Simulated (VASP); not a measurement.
Input of a VASP 6.6.1 run:

Contents of INCAR:

```
ALGO = Normal
EDIFF = 1E-6
ENCUT = 520
GGA = PE
ISIF = 2
ISMEAR = 0
LASPH = T
LCHARG = F
LREAL = F
LWAVE = F
NBANDS = 21
NELM = 80
PREC = Accurate
SIGMA = 0.1
```

File KPOINTS:

```
k-points
0
Gamma
  4 4 4
```

The input POSCAR:

```
MgTe4
1.0
    5.2529386000      0.0000000000      0.0000000000
    0.0000000000      5.2529386000      0.0000000000
    0.0000000000      0.0000000000      5.2529386000
Mg Te
1 4
Direct
    0.0000000000      0.0000000000      0.0000000000
    0.5000000000      0.5000000000      0.5000000000
    0.0000000000      0.5000000000      0.5000000000
    0.5000000000      0.0000000000      0.5000000000
    0.5000000000      0.5000000000      0.0000000000
```

Potentials or basis: VASP PAW PBE potentials, release 64 (Mg, Te).

Run with:

```console
$ cat potpaw_PBE.64/Mg/POTCAR potpaw_PBE.64/Te/POTCAR > POTCAR
$ mpirun -np 1 vasp_std > vasp.out
```

Problem. What does it give for the band gap on the k mesh?

Solution. Zero (bands 13 and 14 overlap by 0.63 eV).

Problem. Estimate the pressure.

Solution. 18.4 GPa.

Caveat: the cell stands under pressure; semilocal functionals underestimate gaps, so a narrow gap can read as zero; spin-orbit coupling is left out, which moves the levels of the heavy elements.
